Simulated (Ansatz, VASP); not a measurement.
## Zn7CdSe8 in VASP and in Ansatz

```
Cd Zn Se
1.0
    -5.69040    0.00000    5.69040
    -5.69040   -5.69040    0.00000
     0.00000   -5.69040    5.69040
Cd Zn Se
1 7 8
Direct
  0.00000 0.50000 0.00000
  0.99905 0.00095 0.99905
  0.99905 0.49905 0.50095
  0.99905 0.00095 0.50095
  0.50095 0.49905 0.99905
  0.50095 0.00095 0.99905
  0.50095 0.49905 0.50095
  0.50000 0.00000 0.50000
  0.13076 0.10773 0.13076
  0.13076 0.63076 0.13076
  0.12490 0.12503 0.62503
  0.13076 0.63076 0.60773
  0.62503 0.12503 0.12490
  0.60773 0.63076 0.13076
  0.62503 0.12503 0.62503
  0.62503 0.62490 0.62503
```

Alike in both runs: functional PBEsol; k mesh 4 × 4 × 4; occupations gaussian, width 0.02 eV; no spin polarisation.

Ansatz relaxed the structure, and its values are those at the end. VASP's run is a single point on that final structure, the one shown.

|  | VASP | Ansatz |
| --- | --- | --- |
| version | VASP 6.6.1 | Ansatz 0.2.0 |
| potentials or method | VASP PAW PBE potentials, release 64 (Cd, Zn, Se), cutoff 520 eV | scalar-relativistic, plane waves, PAW |
| valence electrons in the cell | 144 | 232 |

```tsv
	VASP	Ansatz	Ansatz less VASP
gap on the k mesh at the Fermi level (eV)	1.07	1.07	-0.004
least direct gap on the mesh (eV)	1.07	1.07	-0.004
pressure (GPa)	0.3	0.0	-0.30
rms of the force components (eV/Å)	0.004	0.000	-0.0041
```

VASP's potentials were made for PBE, not for PBEsol. VASP's potentials hold 144 valence electrons a cell and Ansatz's 232, so a difference there can come from the potentials and not from the codes.
